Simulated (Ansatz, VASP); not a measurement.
C in VASP and in Ansatz

```
C
1.0
     1.83603    0.00000    0.00000
     0.00000    1.83603    0.00000
     0.00000    0.00000    1.83603
C
1
Direct
  0.00000 0.00000 0.00000
```

Alike in both runs: task single point; functional PBE; k mesh 29 × 29 × 29; occupations fermi-dirac, width 0.1 eV; no spin polarisation.

|  | VASP | Ansatz |
| --- | --- | --- |
| version | VASP 6.6.1 | Ansatz 0.2.0 |
| potentials or method | VASP PAW PBE potentials, release 64 (C), cutoff 520 eV | plane waves (420 eV) with PAW, scalar-relativistic |
| valence electrons in the cell | 4 | 4 |

|  | VASP | Ansatz | Ansatz less VASP |
| --- | --- | --- | --- |
| pressure (GPa) | -26.4 | -26.5 | -0.15 |
